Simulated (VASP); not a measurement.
# HfO2 (Fm-3m) in VASP: a series of runs, part 2 of 2

VASP 6.6.1. Earlier steps stand in the parts before.

### 4 Single point, PBE (volume scaled by 0.94)

INCAR reads:

```
PREC = Accurate
ENCUT = 520
EDIFF = 1E-7
ISMEAR = 0
SIGMA = 0.02
LREAL = F
LASPH = T
NELM = 60
ALGO = Normal
ISIF = 2
LWAVE = F
LCHARG = F
GGA = PE
NBANDS = 18
```

KPOINTS reads:

```
Automatic mesh
0
Gamma
  8 8 8
```

POSCAR reads:

```
HfO2
1.0
    0.0000000000      2.4967991566      2.4967991566
    2.4967991566      0.0000000000      2.4967991566
    2.4967991566      2.4967991566      0.0000000000
Hf O
1 2
Direct
    0.0000000000      0.0000000000      0.0000000000
    0.7500000000      0.7500000000      0.7500000000
    0.2500000000      0.2500000000      0.2500000000
```

Potentials or basis: VASP PAW PBE potentials, release 64 (Hf_pv, O).

Command:

```console
cat potpaw_PBE.64/Hf_pv/POTCAR potpaw_PBE.64/O/POTCAR > POTCAR
mpirun -np 1 vasp_std > vasp.out
```

OUTCAR:

```text
PREC = Accurate
   ENCUT = 520
   EDIFF = 1E-7
   ISMEAR = 0
   LREAL = F
   LASPH = T
   NELM = 60
   ISIF = 2
   GGA = PE

 ion  position               nearest neighbor table
   1  0.000  0.000  0.000-   2 2.16   2 2.16   2 2.16   2 2.16   3 2.16   3 2.16   3 2.16   3 2.16

   2  0.750  0.750  0.750-   1 2.16   1 2.16   1 2.16   1 2.16
   3  0.250  0.250  0.250-   1 2.16   1 2.16   1 2.16   1 2.16

  LATTYP: Found a face centered cubic cell.
 ALAT       =     4.9935983132

  Lattice vectors:

 A1 = (   0.0000000000,   2.4967991566,   2.4967991566)
 A2 = (   2.4967991566,   0.0000000000,   2.4967991566)
 A3 = (   2.4967991566,   2.4967991566,   0.0000000000)

Analysis of symmetry for initial positions (statically):
=====================================================================
 Subroutine PRICEL returns:
 Original cell was already a primitive cell.

 Routine SETGRP: Setting up the symmetry group for a
 face centered cubic supercell.

 Subroutine GETGRP returns: Found 48 space group operations
 (whereof 48 operations were pure point group operations)
 out of a pool of 48 trial point group operations.

The static configuration has the point symmetry O_h .

Analysis of symmetry for dynamics (positions and initial velocities):
=====================================================================
 Subroutine PRICEL returns:
 Original cell was already a primitive cell.

 Routine SETGRP: Setting up the symmetry group for a
 face centered cubic supercell.

 Subroutine GETGRP returns: Found 48 space group operations
 (whereof 48 operations were pure point group operations)
 out of a pool of 48 trial point group operations.

The dynamic configuration has the point symmetry O_h .

 Subroutine INISYM returns: Found 48 space group operations
[... 109 lines left out ...]
   PSTRESS=    0.0 pullay stress
   NELECT =      22.0000    total number of electrons
   NUPDOWN=      -1.0000    fix difference up-down
   EMIN   =  10.00;   EMAX   =-10.00  energy-range for DOS
   EFERMI =   0.00;   METHOD = LEGACY
   ISMEAR =     0;   SIGMA  =   0.02  broadening in eV -4-tet -1-fermi 0-gaus
   EFERMI_NEDOS =   21; number of points for ismear=-14 and -15
   IALGO  =     38    algorithm
   IMIX   =      4    mixing-type and parameters
     AMIX     =   0.40;   BMIX     =  1.00
     AMIX_MAG =   1.60;   BMIX_MAG =  1.00
  volume/ion in A,a.u.               =      10.38        70.03
  Fermi-wavevector in a.u.,A,eV,Ry     =   1.458217  2.755630 28.931380  2.126396
  Thomas-Fermi vector in A             =   2.574927
   LORBIT       =      0    0 simple, 1 ext, 2 COOP (PROOUT), +10 PAW based schemes
   GGA     = PE    functional components
   LHFCALC =     F    Hartree Fock is set to
   AEXX    =    0.0000 exact exchange contribution
   IVDW    =     0    specifies the selected vdW correction
   LEPSILON=     F    determine dielectric tensor
   LRPA    =     F    only Hartree local field effects (RPA)
 non-spin polarized calculation
 Gauss-broadening in eV      SIGMA  =   0.02
  energy-cutoff  :      520.00
  volume of cell :       31.13
 maximum number of plane-waves:       869
 NGX is ok and might be reduce to    28
   NGX = 13   NGY = 13   NGZ = 13

 number of electron      22.0000002 magnetization

 Free energy of the ion-electron system (eV)
  ---------------------------------------------------
  ext. energy  EPLUGINS =         0.00000000
  ---------------------------------------------------
  free energy    TOTEN  =       -30.18728068 eV

  energy without entropy =      -30.18728068  energy(sigma->0) =      -30.18728068

 E-fermi :   4.8008     XC(G=0): -12.0844

 val. band max:        4.6766028204   @ k =   0.5000   0.5000   0.0000
 cond. band min:       8.6011465699   @ k =   0.5000   0.5000   0.0000
 fundamental gap:      3.9245437495
 Fermi energy:         4.8007835547

 k-point     1 :       0.0000    0.0000    0.0000
  band No.  band energies     occupation
      1     -24.8018      2.00000
      2     -24.8018      2.00000
      3     -24.8018      2.00000
      4     -14.3454      2.00000
      5     -11.0797      2.00000
      6      -0.9525      2.00000
[... 481 lines left out ...]
      5     -11.9821      2.00000
      6      -0.3772      2.00000
[... 10 lines left out ...]
     17      15.9646      0.00000
     18      18.2975      0.00000

 [... further k-points ...]
[... 5 lines left out ...]
  --------------------------------------------------------------------------------------
  -------------------------------------------------------------------------------------
  Total        2.5451128      2.5451128      2.5451128      0.0000000      0.0000000     -0.0000000
  in kB      130.9895929    130.9895929    130.9895929      0.0000000      0.0000000     -0.0000000
  external PRESSURE =     130.9895929 kB  Pullay stress =       0.0000000 kB

 VOLUME and BASIS-vectors are now :
 -----------------------------------------------------------------------------
  energy-cutoff  :      520.00
  volume of cell :       31.13
      direct lattice vectors                 reciprocal lattice vectors
     0.000000000  2.496799157  2.496799157    -0.200256396  0.200256396  0.200256396
     2.496799157  0.000000000  2.496799157     0.200256396 -0.200256396  0.200256396
     2.496799157  2.496799157  0.000000000     0.200256396  0.200256396 -0.200256396

 POSITION                                       TOTAL-FORCE (eV/Angst)
 -----------------------------------------------------------------------------------
      0.00000      0.00000      0.00000         0.000000      0.000000      0.000000
      3.74520      3.74520      3.74520        -0.000000     -0.000000     -0.000000
      1.24840      1.24840      1.24840        -0.000000     -0.000000     -0.000000
 -----------------------------------------------------------------------------------
    total drift:                                0.000000      0.000000      0.000000

  FREE ENERGIE OF THE ION-ELECTRON SYSTEM (eV)
  ---------------------------------------------------
  free  energy   TOTEN  =       -30.1872806789 eV

  energy  without entropy=      -30.1872806789  energy(sigma->0) =      -30.18728068
```

Run time: 30 s. Hardware: 1 thread of AMD EPYC 7R43 (Zen 3), shared host; peak memory 0.13 GiB.

Results:

- Free energy: -30.1873 eV
- Pressure: 13.1 GPa
- Band gap on the k mesh: 3.92 eV, direct

Levels at points of the mesh, in eV from the valence-band top:
```
           k point  band 9  band 10  band 11  band 12  band 13  band 14
(0.00, 0.00, 0.00)   -0.63    -0.63    -0.63     3.99     3.99     6.20
(0.50, 0.00, 0.00)   -2.83    -1.88    -1.88     4.78     4.78     7.43
(0.50, 0.50, 0.00)   -1.61    -1.61     0.00     3.92     5.75     7.06
```

Caveat: spin-orbit coupling is left out, which moves the levels of the heavy elements. A k mesh can miss the band edges.

### 5 Single point, PBE (volume scaled by 0.97)

INCAR reads:

```
SYSTEM = HfO2
PREC = Accurate
ENCUT = 520
EDIFF = 1E-7
ISMEAR = 0
SIGMA = 0.02
LREAL = .FALSE.
LASPH = .TRUE.
NELM = 100
ALGO = Normal
ISIF = 2
LWAVE = .FALSE.
LCHARG = .TRUE.
GGA = PE
LELF = .TRUE.
LVHAR = .TRUE.
NBANDS = 18
```

KPOINTS reads:

```
Automatic mesh
0
G
  8 8 8
  0 0 0
```

POSCAR reads:

```
HfO2
1.0
    0.0000000000      2.5230831845      2.5230831845
    2.5230831845      0.0000000000      2.5230831845
    2.5230831845      2.5230831845      0.0000000000
Hf O
1 2
Direct
    0.0000000000      0.0000000000      0.0000000000
    0.7500000000      0.7500000000      0.7500000000
    0.2500000000      0.2500000000      0.2500000000
```

Command:

```console
cat potpaw_PBE.64/Hf_pv/POTCAR potpaw_PBE.64/O/POTCAR > POTCAR
mpirun -np 1 vasp_std > vasp.out
```

It took 32 s on 1 thread of AMD EPYC 7R43 (Zen 3), shared host; peak memory 0.12 GiB.

It converged, with:

- Free energy: -30.2412 eV
- Pressure: 4.1 GPa
- Band gap on the k mesh: 3.84 eV, direct

Levels at points of the mesh, in eV from the valence-band top:
| k point | band 8 | band 9 | band 10 | band 11 | band 12 | band 13 | band 14 | band 15 |
| --- | --- | --- | --- | --- | --- | --- | --- | --- |
| (0.00, 0.00, 0.00) | -5.43 | -0.61 | -0.61 | -0.61 | 3.92 | 3.92 | 5.95 | 10.60 |
| (0.50, 0.00, 0.00) | -3.06 | -2.76 | -1.85 | -1.85 | 4.66 | 4.66 | 7.12 | 9.11 |
| (0.50, 0.50, 0.00) | -3.49 | -1.55 | -1.55 | 0.00 | 3.84 | 5.58 | 6.77 | 8.29 |

Caveat: spin-orbit coupling is left out, which moves the levels of the heavy elements.

### 6 The runs side by side

```tsv
cell	gap on the mesh (eV)	pressure (GPa)
a = 3.493 Å, angles 60.0°, 3 atoms	4.01	23.7
a = 3.454 Å, angles 60.0°, 3 atoms	4.10	36.3
a = 3.531 Å, angles 60.0°, 3 atoms	3.92	13.1
a = 3.568 Å, angles 60.0°, 3 atoms	3.84	4.1
```

Alike in all rows: task single point; level PBE; potentials or basis VASP PAW PBE potentials, release 64 (Hf_pv, O); no spin polarisation; k mesh 8 × 8 × 8; cutoff (eV) 520; smearing gaussian 0.02 eV.

Caveats: spin-orbit coupling is left out, which moves the levels of the heavy elements.

Absolute energies hang on the potentials; compare differences alone.
